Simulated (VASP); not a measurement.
Input of a VASP 6.6.1 run:

The input INCAR:

```
ALGO = Normal ; EDIFF = 1E-6
ENCUT = 520 ; GGA = CA
ISIF = 2 ; ISMEAR = 0
LASPH = T ; LCHARG = F
LREAL = F ; LWAVE = F
NBANDS = 9 ; NELM = 100
PREC = Accurate ; SIGMA = 0.05
```

The input KPOINTS:

```
k-points
0
Gamma
  20 20 12
```

File POSCAR:

```
Be
1.0
    2.2312138657      0.0000000000      0.0000000000
   -1.1156069328      1.9322878890      0.0000000000
    0.0000000000      0.0000000000      3.5047890132
Be
2
Direct
    0.3333333333      0.6666666667      0.7500000000
    0.6666666667      0.3333333333      0.2500000000
```

Potentials or basis: VASP PAW LDA potentials, release 64 (Be).

The run is started by

```console
$ cat potpaw_LDA.64/Be/POTCAR > POTCAR
$ mpirun -np 1 vasp_std > vasp.out
```

(1) What does it give for the band gap on the k mesh?

(2) Predict the pressure.

Answers

(1) zero (bands 2 and 3 overlap by 1.44 eV).

(2) 0.4 GPa.
